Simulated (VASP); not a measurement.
# Cs8Sn8HI24 (a cell with a defect) in VASP: single point with PBEsol

Aim: the single point of Cs8Sn8HI24 (a cell with a defect) with PBEsol.

Program: VASP 6.6.1. These are calculated values, not measurements. Logs are shortened: lines on timing, memory, paths and dates and some standing lists are left out, and cuts for length are marked.

### 1 The cell of the first run

The cell holds a defect, 41 atoms: a = 12.314 Å, b = 12.314 Å, c = 12.314 Å, α = 90.00°, β = 90.00°, γ = 90.00°.

### 2 Single point, PBEsol, collinear spin

The input, INCAR:

```
SYSTEM = Cs8Sn8HI24
  PREC = Accurate
  ENCUT = 400
  EDIFF = 1E-6
  ISMEAR = -1
  SIGMA = 0.05
  LREAL = Auto
  LASPH = .TRUE.
  NELM = 200
  ALGO = Normal
  ISIF = 2
  LWAVE = .FALSE.
  LCHARG = .TRUE.
  ISPIN = 2
  MAGMOM = 0 0.111 0 0.111 0 0 0 0 0.111 0.111 0 0 0 0 0 0 0 0 0 0 0.111 0 0 0.111 0.111 0 0 0 0 0 0 0 0 0 0 0 0 0 0 0.111 0.111
  LORBIT = 11
  GGA = PS
  LELF = .TRUE.
  LVHAR = .TRUE.
  NBANDS = 206
  ISYM = -1
  GGA_COMPAT = .FALSE.
  KPAR = 1
```

The input, KPOINTS:

```
explicit points
1
Reciprocal
  0.25000000   0.25000000   0.25000000 1
```

The input, POSCAR:

```
Cs8Sn8HI24
1.0
   12.3144620000      0.0000000000      0.0000000000
    0.0000000000     12.3144620000      0.0000000000
    0.0000000000      0.0000000000     12.3144620000
Cs Sn I H
8 8 24 1
Direct
    0.0049960000      0.9875450000      0.9929750000
    0.9679320000      0.9741440000      0.4966970000
    0.0402270000      0.4990730000      0.9902000000
    0.0018390000      0.5223220000      0.5052030000
    0.4830620000      0.0006870000      0.0152540000
    0.5140120000      0.9909070000      0.5002090000
    0.5136460000      0.5146270000      0.0084240000
    0.5361670000      0.4934320000      0.4999190000
    0.2361680000      0.2523910000      0.2413660000
    0.2527870000      0.2482440000      0.7551120000
    0.2425430000      0.7515420000      0.2478120000
    0.2485740000      0.7497020000      0.7452910000
    0.7412670000      0.2502600000      0.2449110000
    0.7506730000      0.2499910000      0.7496930000
    0.7427130000      0.7499570000      0.2452200000
    0.7455280000      0.7495320000      0.7496030000
    0.2997120000      0.2810700000      0.0046780000
    0.2641250000      0.7327450000      0.9964210000
    0.2228160000      0.7765700000      0.4967210000
    0.6925790000      0.2399960000      0.9979640000
    0.7781410000      0.2654060000      0.4975060000
    0.7218350000      0.7685330000      0.9971090000
    0.7563090000      0.7369670000      0.4970600000
    0.9902180000      0.2488660000      0.1756450000
    0.0014570000      0.2455890000      0.7933140000
    0.9921270000      0.7498190000      0.2280480000
    0.9960140000      0.7514850000      0.7618760000
    0.4907180000      0.2455620000      0.2963880000
    0.4984960000      0.2479080000      0.7029540000
    0.4923320000      0.7495740000      0.2651090000
    0.4965380000      0.7427390000      0.7236040000
    0.2405030000      0.0018600000      0.2247550000
    0.2554530000      0.0008920000      0.7784270000
    0.2350950000      0.5022820000      0.2665100000
    0.2406940000      0.4982720000      0.7269070000
    0.7425900000      0.9999270000      0.2620650000
    0.7471320000      0.9995020000      0.7349090000
    0.7402500000      0.5005230000      0.2382610000
    0.7491930000      0.4998310000      0.7615020000
    0.1245710000      0.2362840000      0.4652770000
    0.2199310000      0.2358920000      0.6069080000
```

Potentials or basis: VASP PAW PBE potentials, release 64 (Cs_sv, Sn_d, I, H).

Started as:

```bash
> cat potpaw_PBE.64/Cs_sv/POTCAR potpaw_PBE.64/Sn_d/POTCAR potpaw_PBE.64/I/POTCAR potpaw_PBE.64/H/POTCAR > POTCAR
> mpirun -np 4 vasp_std > vasp.out
```

OUTCAR:

```text
SYSTEM = Cs8Sn8HI24
   PREC = Accurate
   ENCUT = 400
   EDIFF = 1E-6
   ISMEAR = -1
   LREAL = Auto
   LASPH = .TRUE.
   NELM = 200
   ISIF = 2
   ISPIN = 2
   LORBIT = 11
   GGA = PS
   ISYM = -1

 ion  position               nearest neighbor table
   1  0.005  0.988  0.993-
   2  0.968  0.974  0.497-
   3  0.040  0.499  0.990-
   4  0.002  0.522  0.505-
   5  0.483  0.001  0.015-
   6  0.514  0.991  0.500-
   7  0.514  0.515  0.008-
   8  0.536  0.493  0.500-
   9  0.236  0.252  0.241-  17 3.04  40 3.09  32 3.09  34 3.09  24 3.14  28 3.21
  10  0.253  0.248  0.755-  41 1.88  33 3.06  29 3.09  35 3.10  25 3.13  17 3.15
  11  0.243  0.752  0.248-  34 3.08  30 3.08  19 3.09  26 3.09  32 3.10  18 3.12
  12  0.249  0.750  0.745-  31 3.07  19 3.10  18 3.11  35 3.11  27 3.12  33 3.12
  13  0.741  0.250  0.245-  38 3.08  36 3.09  20 3.10  21 3.15  28 3.15  24 3.18
  14  0.751  0.250  0.750-  39 3.08  37 3.09  21 3.13  25 3.14  20 3.14  29 3.16
  15  0.743  0.750  0.245-  38 3.07  22 3.07  26 3.08  36 3.09  30 3.09  23 3.11
  16  0.746  0.750  0.750-  22 3.07  39 3.08  37 3.08  31 3.08  27 3.09  23 3.12
  17  0.300  0.281  0.005-   9 3.04  10 3.15
  18  0.264  0.733  0.996-  12 3.11  11 3.12
  19  0.223  0.777  0.497-  11 3.09  12 3.10
  20  0.693  0.240  0.998-  13 3.10  14 3.14
  21  0.778  0.265  0.498-  14 3.13  13 3.15
  22  0.722  0.769  0.997-  16 3.07  15 3.07
[... 17 lines left out ...]
  40  0.125  0.236  0.465-  41 2.10   9 3.09
  41  0.220  0.236  0.607-  10 1.88  40 2.10

IMPORTANT INFORMATION: All symmetrisations will be switched off!
NOSYMM: (Re-)initialisation of all symmetry stuff for point group C_1.

----------------------------------------------------------------------------------------

                                     Primitive cell

  volume of cell :    1867.4386

  direct lattice vectors                    reciprocal lattice vectors
    12.314462000  0.000000000  0.000000000     0.081205334  0.000000000  0.000000000
     0.000000000 12.314462000  0.000000000     0.000000000  0.081205334  0.000000000
     0.000000000  0.000000000 12.314462000     0.000000000  0.000000000  0.081205334

  length of vectors
    12.314462000 12.314462000 12.314462000     0.081205334  0.081205334  0.081205334

  position of ions in fractional coordinates (direct lattice)
     0.004996000  0.987545000  0.992975000
     0.967932000  0.974144000  0.496697000
     0.040227000  0.499073000  0.990200000
     0.001839000  0.522322000  0.505203000
     0.483062000  0.000687000  0.015254000
     0.514012000  0.990907000  0.500209000
[... 33 lines left out ...]
     0.124571000  0.236284000  0.465277000
     0.219931000  0.235892000  0.606908000

  ion indices of the primitive-cell ions
   primitive index   ion index
                 1           1
                 2           2
                 3           3
                 4           4
                 5           5
                 6           6
[... 33 lines left out ...]
                40          40
                41          41

----------------------------------------------------------------------------------------

 KPOINTS: explicit points

Read explicit list of k-points.

 Found      1 k-points:

 Following reciprocal coordinates:
            Coordinates               Weight
  0.250000  0.250000  0.250000      1.000000
   k-points           NKPTS =      1   k-points in BZ     NKDIM =      1   number of bands    NBANDS=    208
   number of dos      NEDOS =    301   number of ions     NIONS =     41
   total plane-waves  NPLWV = 512000
   dimension x,y,z NGX =    80 NGY =   80 NGZ =   80
   dimension x,y,z NGXF=   160 NGYF=  160 NGZF=  160
   ions per type =               8   8  24   1
   NGX,Y,Z   is equivalent  to a cutoff of  10.80, 10.80, 10.80 a.u.
   NGXF,Y,Z  is equivalent  to a cutoff of  21.60, 21.60, 21.60 a.u.
 SYSTEM =  Cs8Sn8HI24
   PREC   = accura    normal or accurate (medium, high low for compatibility)
   ISTART =      0    job   : 0-new  1-cont  2-samecut
   ICHARG =      2    charge: 1-file 2-atom 10-const
   ISPIN  =      2    spin polarized calculation?
   LNONCOLLINEAR =      F non collinear calculations
   LSORBIT =      F    spin-orbit coupling
   LASPH  =      T    aspherical Exc in radial PAW
   ENCUT  =  400.0 eV  29.40 Ry    5.42 a.u.  20.08 20.08 20.08*2*pi/ulx,y,z
   NELM   =    200;   NELMIN=  2; NELMDL= -5     # of ELM steps
   EDIFF  = 0.1E-05   stopping-criterion for ELM
   LREAL  =      T    real-space projection
   EDIFFG = 0.1E-04   stopping-criterion for IOM
   NSW    =      0    number of steps for IOM
   IBRION =     -1    ionic relax: 0-MD 1-quasi-New 2-CG
   NFREE  =      0    steps in history (QN), initial steepest desc. (CG)
   ISIF   =      2    stress and relaxation
   ISYM   =     -1    0-nonsym 1-usesym 2-fastsym
   POTIM  = 0.5000    time-step for ionic-motion
   TEBEG  =    0.0;   TEEND  =   0.0 temperature during run
   PSTRESS=    0.0 pullay stress
   NELECT =     353.0000    total number of electrons
   NUPDOWN=      -1.0000    fix difference up-down
   EMIN   =  10.00;   EMAX   =-10.00  energy-range for DOS
   EFERMI =   0.00;   METHOD = LEGACY
   ISMEAR =    -1;   SIGMA  =   0.05  broadening in eV -4-tet -1-fermi 0-gaus
   EFERMI_NEDOS =   21; number of points for ismear=-14 and -15
   IALGO  =     38    algorithm
   IMIX   =      4    mixing-type and parameters
     AMIX     =   0.40;   BMIX     =  1.00
     AMIX_MAG =   1.60;   BMIX_MAG =  1.00
  volume/ion in A,a.u.               =      45.55       307.37
  Fermi-wavevector in a.u.,A,eV,Ry     =   0.939545  1.775483 12.010474  0.882745
  Thomas-Fermi vector in A             =   2.066868
   LORBIT       =     11    0 simple, 1 ext, 2 COOP (PROOUT), +10 PAW based schemes
   GGA     = PS    functional components
   LHFCALC =     F    Hartree Fock is set to
   AEXX    =    0.0000 exact exchange contribution
   IVDW    =     0    specifies the selected vdW correction
   LEPSILON=     F    determine dielectric tensor
   LRPA    =     F    only Hartree local field effects (RPA)
 spin polarized calculation
  energy-cutoff  :      400.00
  volume of cell :     1867.44
 maximum number of plane-waves:     33935
 NGX is ok and might be reduce to    80
   NGX = 41   NGY = 41   NGZ = 41

 number of electron     353.0000050 magnetization       0.9187102

 Free energy of the ion-electron system (eV)
  ---------------------------------------------------
  ext. energy  EPLUGINS =         0.00000000
  ---------------------------------------------------
  free energy    TOTEN  =      -123.09891367 eV

  energy without entropy =     -123.08185428  energy(sigma->0) =     -123.09038397

 E-fermi :   2.8532     XC(G=0):  -7.7925

 val. band max:        2.6954112329   @ k =   0.2500   0.2500   0.2500
 cond. band min:       3.0110594828   @ k =   0.2500   0.2500   0.2500
 fundamental gap:      0.3156482499
 Fermi energy:         2.8532353576

 spin component 1

 k-point     1 :       0.2500    0.2500    0.2500
  band No.  band energies     occupation
      1     -19.2459      1.00000
      2     -19.1819      1.00000
      3     -19.1761      1.00000
      4     -19.1705      1.00000
      5     -19.1637      1.00000
      6     -19.1613      1.00000
[... 180 lines left out ...]
    187       4.4630      0.00000
    188       4.5044      0.00000
 Fermi energy:         2.8532353576

 spin component 2

 k-point     1 :       0.2500    0.2500    0.2500
  band No.  band energies     occupation
      1     -19.2458      1.00000
      2     -19.1818      1.00000
      3     -19.1761      1.00000
      4     -19.1704      1.00000
      5     -19.1636      1.00000
      6     -19.1613      1.00000
[... 180 lines left out ...]
    187       4.4872      0.00000
    188       4.5253      0.00000
 [bands above 188 left out]

------------------------ aborting loop because EDIFF is reached ----------------------------------------

  FORCE on cell =-STRESS in cart. coord.  units (eV):
  Direction    XX          YY          ZZ          XY          YZ          ZX
  --------------------------------------------------------------------------------------
  -------------------------------------------------------------------------------------
  Total       -5.8394175     -3.4265644     -2.7551068     -0.3533349     -0.5379397      0.1671446
  in kB       -5.0099545     -2.9398363     -2.3637562     -0.3031453     -0.4615278      0.1434024
  external PRESSURE =      -3.4378490 kB  Pullay stress =       0.0000000 kB

 VOLUME and BASIS-vectors are now :
 -----------------------------------------------------------------------------
  energy-cutoff  :      400.00
  volume of cell :     1867.44
      direct lattice vectors                 reciprocal lattice vectors
    12.314462000  0.000000000  0.000000000     0.081205334  0.000000000  0.000000000
     0.000000000 12.314462000  0.000000000     0.000000000  0.081205334  0.000000000
     0.000000000  0.000000000 12.314462000     0.000000000  0.000000000  0.081205334

 POSITION                                       TOTAL-FORCE (eV/Angst)
 -----------------------------------------------------------------------------------
      0.06152     12.16109     12.22795        -0.017389     -0.001140     -0.002038
     11.91956     11.99606      6.11656        -0.001998      0.001988      0.000049
      0.49537      6.14582     12.19378        -0.006920      0.002047     -0.002598
      0.02265      6.43211      6.22130        -0.009985      0.002664     -0.009588
      5.94865      0.00846      0.18784         0.001605     -0.000391      0.004120
      6.32978     12.20249      6.15980        -0.006245     -0.002519      0.001650
[... 33 lines left out ...]
      1.53402      2.90971      5.72964        -0.003467     -0.000032     -0.003459
      2.70833      2.90488      7.47375         0.017709     -0.001848      0.040719
 -----------------------------------------------------------------------------------
    total drift:                                0.016641     -0.006600      0.005731

  FREE ENERGIE OF THE ION-ELECTRON SYSTEM (eV)
  ---------------------------------------------------
  free  energy   TOTEN  =      -123.0989136652 eV

  energy  without entropy=     -123.0818542757  energy(sigma->0) =     -123.09038397

 total charge

# of ion       s       p       d       tot
------------------------------------------
    1        1.849   4.695   0.018   6.563
    2        1.850   4.695   0.021   6.566
    3        1.849   4.695   0.020   6.564
    4        1.849   4.695   0.019   6.563
    5        1.849   4.696   0.018   6.563
    6        1.849   4.696   0.017   6.562
[... 33 lines left out ...]
   40        1.517   2.746   0.018   4.281
   41        0.468   0.014   0.000   0.482
--------------------------------------------------
tot         62.523 109.474  80.378 252.374

 magnetization (x)

# of ion       s       p       d       tot
------------------------------------------
    1        0.000   0.000   0.000   0.000
    2       -0.000  -0.000   0.000   0.000
    3        0.000   0.000   0.000   0.000
    4       -0.000   0.000   0.000   0.000
    5        0.000   0.000   0.000   0.000
    6        0.000   0.000   0.000   0.000
[... 33 lines left out ...]
   40        0.010   0.141   0.003   0.154
   41        0.078   0.002   0.000   0.080
--------------------------------------------------
tot          0.146   0.403   0.023   0.572
```

It took 5.2 min on 4 MPI ranks of Intel Xeon Platinum 8259CL at 2.50GHz (Skylake/Cascade Lake), shared host; peak memory 0.55 GiB.

Results:

- Free energy: -123.0989 eV
- Pressure: -0.3 GPa
- Largest force: 0.044 eV/Å
- Net moment: 0.92 μB per cell
- Site moments: Cs +0.00; Sn +0.03, +0.18, +0.00, +0.01 (each value once); I +0.07, -0.00, +0.00, +0.02, +0.01, +0.15 (each value once); H +0.08 μB
- Valence electrons inside the program's atomic spheres: Cs 6.56, 6.57 (each value once); Sn 12.04, 12.13, 12.05, 12.02, 12.03, 12.06 (each value once); I 4.29, 4.30, 4.28 (each value once); H 0.48

Forces in eV/Å, atoms in the order of the input:
```
Cs  -0.017 -0.001 -0.002
Cs  -0.002  0.002  0.000
Cs  -0.007  0.002 -0.003
Cs  -0.010  0.003 -0.010
Cs   0.002  0.000  0.004
Cs  -0.006 -0.003  0.002
Cs   0.003  0.005 -0.018
Cs  -0.011  0.008 -0.001
Sn   0.005  0.001  0.004
Sn   0.003  0.005 -0.030
Sn   0.002  0.000 -0.005
Sn  -0.010  0.000  0.001
Sn  -0.004 -0.004 -0.007
Sn  -0.010 -0.007 -0.005
Sn  -0.004  0.002  0.004
Sn   0.001  0.001 -0.007
I   -0.003 -0.004 -0.008
I    0.006 -0.003  0.004
I    0.002  0.001  0.006
I    0.008 -0.003  0.004
I    0.016  0.001  0.003
I    0.003  0.000  0.005
I    0.011  0.000  0.004
I    0.003  0.002  0.004
I    0.002  0.001  0.008
I    0.003 -0.001  0.001
I   -0.001  0.003 -0.002
I   -0.002 -0.004 -0.003
I   -0.014 -0.002  0.008
I   -0.005  0.003 -0.006
I    0.000  0.001  0.006
I    0.004  0.001  0.000
I    0.009  0.000  0.000
I    0.003 -0.002  0.005
I    0.010 -0.004  0.002
I    0.002  0.005  0.000
I   -0.002  0.004 -0.004
I    0.003 -0.005  0.000
I   -0.008 -0.005 -0.002
I   -0.003  0.000 -0.003
H    0.018 -0.002  0.041
```

Caveat: the PAW data sets were made with another functional, which shifts forces and pressure a little; spin-orbit coupling is left out, which moves the levels of the heavy elements.
